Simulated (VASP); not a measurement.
# SnSe (Fm-3m) in VASP: notebook

Runs on SnSe. Level: PBE. Tasks: single point.

All numbers are computed with VASP 6.6.1; they aren't measurements. Logs are shortened: lines on timing, memory, paths and dates and some standing lists are left out, and cuts for length are marked.

### 1 The cell of the first run

It takes space group Fm-3m (No. 225, cubic). Conventional cell: a = 6.061 Å, b = 6.061 Å, c = 6.061 Å, α = 90.00°, β = 90.00°, γ = 90.00°. Sn (site symmetry m-3m) has 6 Se at 3.03 Å within 4.0 Å. Within 4.0 Å of Se (site symmetry m-3m) lie 6 Sn at 3.03 Å.

### 2 Single point, PBE

Input file INCAR:

```
SYSTEM = SnSe
PREC = Accurate ; ENCUT = 520
EDIFF = 1E-6 ; ISMEAR = 0
SIGMA = 0.05 ; LREAL = .False.
LASPH = .True. ; NELM = 100
ALGO = Normal ; ISIF = 2
LWAVE = .False. ; LCHARG = .False.
GGA = PE ; NBANDS = 17
```

Input file KPOINTS:

```
regular mesh
0
Gamma
  10 10 10
  0 0 0
```

Input file POSCAR:

```
SnSe
1.0
    0.0000000000      3.0305349680      3.0305349680
    3.0305349680      0.0000000000      3.0305349680
    3.0305349680      3.0305349680      0.0000000000
Sn Se
1 1
Direct
    0.0000000000      0.0000000000      0.0000000000
    0.5000000000      0.5000000000      0.5000000000
```

Potentials or basis: VASP PAW PBE potentials, release 64 (Sn_d, Se).

Run with:

```console
> cat potpaw_PBE.64/Sn_d/POTCAR potpaw_PBE.64/Se/POTCAR > POTCAR
> mpirun -np 1 vasp_std > vasp.out
```

OUTCAR:

```text
SYSTEM = SnSe
   PREC = Accurate
   ENCUT = 520
   EDIFF = 1E-6
   ISMEAR = 0
   LREAL = .False.
   LASPH = .True.
   NELM = 100
   ISIF = 2
   GGA = PE

 ion  position               nearest neighbor table
   1  0.000  0.000  0.000-   2 3.03   2 3.03   2 3.03   2 3.03   2 3.03   2 3.03
   2  0.500  0.500  0.500-   1 3.03   1 3.03   1 3.03   1 3.03   1 3.03   1 3.03

  LATTYP: Found a face centered cubic cell.
 ALAT       =     6.0610699360

  Lattice vectors:

 A1 = (   0.0000000000,   3.0305349680,   3.0305349680)
 A2 = (   3.0305349680,   0.0000000000,   3.0305349680)
 A3 = (   3.0305349680,   3.0305349680,   0.0000000000)

Analysis of symmetry for initial positions (statically):
=====================================================================
 Subroutine PRICEL returns:
 Original cell was already a primitive cell.

 Routine SETGRP: Setting up the symmetry group for a
 face centered cubic supercell.

 Subroutine GETGRP returns: Found 48 space group operations
 (whereof 48 operations were pure point group operations)
 out of a pool of 48 trial point group operations.

The static configuration has the point symmetry O_h .

Analysis of symmetry for dynamics (positions and initial velocities):
=====================================================================
 Subroutine PRICEL returns:
 Original cell was already a primitive cell.

 Routine SETGRP: Setting up the symmetry group for a
 face centered cubic supercell.

 Subroutine GETGRP returns: Found 48 space group operations
 (whereof 48 operations were pure point group operations)
 out of a pool of 48 trial point group operations.

The dynamic configuration has the point symmetry O_h .

 Subroutine INISYM returns: Found 48 space group operations
 (whereof 48 operations are pure point group operations),
 and found     1 'primitive' translations

----------------------------------------------------------------------------------------

                                     Primitive cell

  volume of cell :      55.6657

  direct lattice vectors                    reciprocal lattice vectors
     0.000000000  3.030534968  3.030534968    -0.164987372  0.164987372  0.164987372
     3.030534968  0.000000000  3.030534968     0.164987372 -0.164987372  0.164987372
     3.030534968  3.030534968  0.000000000     0.164987372  0.164987372 -0.164987372

  length of vectors
     4.285823653  4.285823653  4.285823653     0.285766511  0.285766511  0.285766511

  position of ions in fractional coordinates (direct lattice)
     0.000000000  0.000000000  0.000000000
     0.500000000  0.500000000  0.500000000

  ion indices of the primitive-cell ions
   primitive index   ion index
                 1           1
                 2           2

----------------------------------------------------------------------------------------

 KPOINTS: regular mesh

Automatic generation of k-mesh.
 Grid dimensions read from file:
 generate k-points for:   10   10   10

 Generating k-lattice:

  Cartesian coordinates                     Fractional coordinates (reciprocal lattice)
    -0.016498737  0.016498737  0.016498737     0.100000000  0.000000000  0.000000000
     0.016498737 -0.016498737  0.016498737     0.000000000  0.100000000  0.000000000
     0.016498737  0.016498737 -0.016498737     0.000000000  0.000000000  0.100000000

  Length of vectors
     0.028576651  0.028576651  0.028576651

  Shift w.r.t. Gamma in fractional coordinates (k-lattice)
     0.000000000  0.000000000  0.000000000

 Subroutine IBZKPT returns following result:
 ===========================================

 Found     47 irreducible k-points:

 Following reciprocal coordinates:
            Coordinates               Weight
  0.000000  0.000000  0.000000      1.000000
  0.100000  0.000000  0.000000      8.000000
  0.200000  0.000000  0.000000      8.000000
  0.300000  0.000000  0.000000      8.000000
  0.400000  0.000000  0.000000      8.000000
  0.500000  0.000000  0.000000      4.000000
[... 16 lines left out ...]
  0.300000  0.300000  0.000000      6.000000
  0.400000  0.300000  0.000000     24.000000
 [... further k-points ...]
   k-points           NKPTS =     47   k-points in BZ     NKDIM =     47   number of bands    NBANDS=     17
   number of dos      NEDOS =    301   number of ions     NIONS =      2
   total plane-waves  NPLWV =  32768
   dimension x,y,z NGX =    32 NGY =   32 NGZ =   32
   dimension x,y,z NGXF=    64 NGYF=   64 NGZF=   64
   ions per type =               1   1
   NGX,Y,Z   is equivalent  to a cutoff of  12.41, 12.41, 12.41 a.u.
   NGXF,Y,Z  is equivalent  to a cutoff of  24.83, 24.83, 24.83 a.u.
 SYSTEM =  SnSe
   PREC   = accura    normal or accurate (medium, high low for compatibility)
   ISTART =      0    job   : 0-new  1-cont  2-samecut
   ICHARG =      2    charge: 1-file 2-atom 10-const
   ISPIN  =      1    spin polarized calculation?
   LNONCOLLINEAR =      F non collinear calculations
   LSORBIT =      F    spin-orbit coupling
   LASPH  =      T    aspherical Exc in radial PAW
   ENCUT  =  520.0 eV  38.22 Ry    6.18 a.u.   7.97  7.97  7.97*2*pi/ulx,y,z
   NELM   =    100;   NELMIN=  2; NELMDL= -5     # of ELM steps
   EDIFF  = 0.1E-05   stopping-criterion for ELM
   LREAL  =      F    real-space projection
   EDIFFG = 0.1E-04   stopping-criterion for IOM
   NSW    =      0    number of steps for IOM
   IBRION =     -1    ionic relax: 0-MD 1-quasi-New 2-CG
   NFREE  =      0    steps in history (QN), initial steepest desc. (CG)
   ISIF   =      2    stress and relaxation
   ISYM   =      2    0-nonsym 1-usesym 2-fastsym
   POTIM  = 0.5000    time-step for ionic-motion
   TEBEG  =    0.0;   TEEND  =   0.0 temperature during run
   PSTRESS=    0.0 pullay stress
   NELECT =      20.0000    total number of electrons
   NUPDOWN=      -1.0000    fix difference up-down
   EMIN   =  10.00;   EMAX   =-10.00  energy-range for DOS
   EFERMI =   0.00;   METHOD = LEGACY
   ISMEAR =     0;   SIGMA  =   0.05  broadening in eV -4-tet -1-fermi 0-gaus
   EFERMI_NEDOS =   21; number of points for ismear=-14 and -15
   IALGO  =     38    algorithm
   IMIX   =      4    mixing-type and parameters
     AMIX     =   0.40;   BMIX     =  1.00
     AMIX_MAG =   1.60;   BMIX_MAG =  1.00
  volume/ion in A,a.u.               =      27.83       187.83
  Fermi-wavevector in a.u.,A,eV,Ry     =   1.163828  2.199316 18.429037  1.354496
  Thomas-Fermi vector in A             =   2.300373
   LORBIT       =      0    0 simple, 1 ext, 2 COOP (PROOUT), +10 PAW based schemes
   GGA     = PE    functional components
   LHFCALC =     F    Hartree Fock is set to
   AEXX    =    0.0000 exact exchange contribution
   IVDW    =     0    specifies the selected vdW correction
   LEPSILON=     F    determine dielectric tensor
   LRPA    =     F    only Hartree local field effects (RPA)
 non-spin polarized calculation
 Gauss-broadening in eV      SIGMA  =   0.05
  energy-cutoff  :      520.00
  volume of cell :       55.67
 maximum number of plane-waves:      1524
   NGX = 15   NGY = 15   NGZ = 15

 number of electron      19.9999999 magnetization

 Free energy of the ion-electron system (eV)
  ---------------------------------------------------
  ext. energy  EPLUGINS =         0.00000000
  ---------------------------------------------------
  free energy    TOTEN  =        -8.21696419 eV

  energy without entropy =       -8.21696419  energy(sigma->0) =       -8.21696419

 E-fermi :   5.6194     XC(G=0):  -9.5046

 val. band max:        5.3764784207   @ k =   0.5000   0.0000   0.0000
 cond. band min:       5.8650560964   @ k =  -0.4000   0.1000   0.0000
 fundamental gap:      0.4885776756
 Fermi energy:         5.6194053292

 k-point     1 :       0.0000    0.0000    0.0000
  band No.  band energies     occupation
      1     -16.2464      2.00000
      2     -16.2464      2.00000
      3     -16.2464      2.00000
      4     -16.2433      2.00000
      5     -16.2433      2.00000
      6      -8.3615      2.00000
[... 9 lines left out ...]
     16      11.2561      0.00000
     17      13.4987      0.00000

 k-point     2 :       0.1000    0.0000    0.0000
  band No.  band energies     occupation
      1     -16.2462      2.00000
      2     -16.2459      2.00000
      3     -16.2459      2.00000
      4     -16.2435      2.00000
      5     -16.2435      2.00000
      6      -8.2937      2.00000
[... 9 lines left out ...]
     16      11.4944      0.00000
     17      14.1657      0.00000

 k-point     3 :       0.2000    0.0000    0.0000
  band No.  band energies     occupation
      1     -16.2467      2.00000
      2     -16.2467      2.00000
      3     -16.2456      2.00000
      4     -16.2415      2.00000
      5     -16.2415      2.00000
      6      -8.1036      2.00000
[... 9 lines left out ...]
     16      12.1187      0.00000
     17      15.6824      0.00000

 k-point     4 :       0.3000    0.0000    0.0000
  band No.  band energies     occupation
      1     -16.2487      2.00000
      2     -16.2487      2.00000
      3     -16.2449      2.00000
      4     -16.2380      2.00000
      5     -16.2380      2.00000
      6      -7.8359      2.00000
[... 9 lines left out ...]
     16      13.0867      0.00000
     17      17.1428      0.00000
[... 343 lines left out ...]
      1     -16.2492      2.00000
      2     -16.2473      2.00000
      3     -16.2441      2.00000
      4     -16.2407      2.00000
      5     -16.2369      2.00000
      6      -7.7470      2.00000
[... 9 lines left out ...]
     16      14.7125      0.00000
     17      15.1030      0.00000

 k-point    23 :       0.3000    0.3000    0.0000
  band No.  band energies     occupation
      1     -16.2579      2.00000
      2     -16.2503      2.00000
      3     -16.2388      2.00000
      4     -16.2361      2.00000
      5     -16.2361      2.00000
      6      -7.6679      2.00000
[... 9 lines left out ...]
     16      15.4987      0.00000
     17      15.5005      0.00000

 k-point    24 :       0.4000    0.3000    0.0000
  band No.  band energies     occupation
      1     -16.2610      2.00000
      2     -16.2502      2.00000
      3     -16.2393      2.00000
      4     -16.2343      2.00000
      5     -16.2334      2.00000
      6      -7.4756      2.00000
[... 9 lines left out ...]
     16      15.9504      0.00000
     17      16.6550      0.00000

 [... further k-points ...]
[... 5 lines left out ...]
  --------------------------------------------------------------------------------------
  -------------------------------------------------------------------------------------
  Total       -0.0067655     -0.0067655     -0.0067655      0.0000000      0.0000000     -0.0000000
  in kB       -0.1947256     -0.1947256     -0.1947256      0.0000000      0.0000000     -0.0000000
  external PRESSURE =      -0.1947256 kB  Pullay stress =       0.0000000 kB

 VOLUME and BASIS-vectors are now :
 -----------------------------------------------------------------------------
  energy-cutoff  :      520.00
  volume of cell :       55.67
      direct lattice vectors                 reciprocal lattice vectors
     0.000000000  3.030534968  3.030534968    -0.164987372  0.164987372  0.164987372
     3.030534968  0.000000000  3.030534968     0.164987372 -0.164987372  0.164987372
     3.030534968  3.030534968  0.000000000     0.164987372  0.164987372 -0.164987372

 POSITION                                       TOTAL-FORCE (eV/Angst)
 -----------------------------------------------------------------------------------
      0.00000      0.00000      0.00000         0.000000      0.000000      0.000000
      3.03053      3.03053      3.03053        -0.000000     -0.000000     -0.000000
 -----------------------------------------------------------------------------------
    total drift:                                0.000000     -0.000000     -0.000000

  FREE ENERGIE OF THE ION-ELECTRON SYSTEM (eV)
  ---------------------------------------------------
  free  energy   TOTEN  =        -8.2169641938 eV

  energy  without entropy=       -8.2169641938  energy(sigma->0) =       -8.21696419
```

It took 27 s on 1 thread of AMD EPYC 9R14 (Zen 4), shared host; peak memory 0.17 GiB.

What came out:

| Property | Result |
| --- | --- |
| Free energy | -8.2170 eV |
| Pressure | 0.0 GPa |
| Band gap on the k mesh | 0.49 eV, indirect (least direct gap 0.50 eV) |

Levels at points of the mesh, in eV from the valence-band top:
| k point | band 7 | band 8 | band 9 | band 10 | band 11 | band 12 | band 13 | band 14 |
| --- | --- | --- | --- | --- | --- | --- | --- | --- |
| (0.00, 0.00, 0.00) | -5.14 | -2.14 | -2.14 | -2.14 | 4.23 | 4.23 | 4.23 | 5.88 |
| (0.50, 0.00, 0.00) | -7.96 | -1.90 | -1.90 | 0.00 | 0.50 | 1.25 | 1.25 | 8.19 |
| (0.50, 0.50, 0.00) | -6.02 | -5.34 | -3.55 | -3.55 | 3.09 | 5.22 | 5.22 | 5.83 |

Caveat: spin-orbit coupling is left out, which moves the levels of the heavy elements. A k mesh can miss the band edges.

### 3 Single point, PBE (volume scaled by 1.020)

Input file INCAR:

```
SYSTEM = SnSe
PREC     = Accurate       ! precision mode
ENCUT    = 520            ! plane-wave cutoff, eV
EDIFF    = 1E-7           ! SCF threshold, eV
ISMEAR   = 0              ! smearing method
SIGMA    = 0.05           ! smearing width, eV
LREAL    = .False.        ! projectors in reciprocal space
LASPH    = .True.         ! aspherical terms in the spheres
NELM     = 60             ! most SCF steps
ALGO     = Normal         ! electronic algorithm
ISIF     = 2              ! what is computed and relaxed
LWAVE    = .False.        ! write WAVECAR
LCHARG   = .True.         ! write CHGCAR
GGA      = PE             ! functional
LELF     = .True.         ! ELF
LVHAR    = .True.       
NBANDS   = 17             ! bands
```

Input file KPOINTS:

```
Automatic mesh
0
Gamma
  10 10 10
  0 0 0
```

Input file POSCAR:

```
SnSe
1.0
    0.0000000000      3.0506053209      3.0506053209
    3.0506053209      0.0000000000      3.0506053209
    3.0506053209      3.0506053209      0.0000000000
Sn Se
1 1
Direct
    0.0000000000      0.0000000000      0.0000000000
    0.5000000000      0.5000000000      0.5000000000
```

Potentials or basis: VASP PAW PBE potentials, release 64 (Sn_d, Se).

Run with:

```console
> cat potpaw_PBE.64/Sn_d/POTCAR potpaw_PBE.64/Se/POTCAR > POTCAR
> mpirun -np 1 vasp_std > vasp.out
```

Run time: 28 s. Hardware: 1 thread of AMD EPYC 9R14 (Zen 4), shared host; peak memory 0.17 GiB.

Results (log left out):

```
Free energy            : -8.2139 eV
Pressure               : -0.9 GPa
Band gap on the k mesh : 0.41 eV, direct
```

Levels at points of the mesh, in eV from the valence-band top:
```tsv
k point	band 7	band 8	band 9	band 10	band 11	band 12	band 13	band 14
(0.00, 0.00, 0.00)	-5.21	-2.10	-2.10	-2.10	4.14	4.14	4.14	5.89
(0.50, 0.00, 0.00)	-7.87	-1.86	-1.86	0.00	0.41	1.25	1.25	8.12
(0.50, 0.50, 0.00)	-6.03	-5.22	-3.47	-3.47	3.14	5.10	5.10	5.69
```

Caveat: spin-orbit coupling is left out, which moves the levels of the heavy elements.

[end of part 1 of 2]
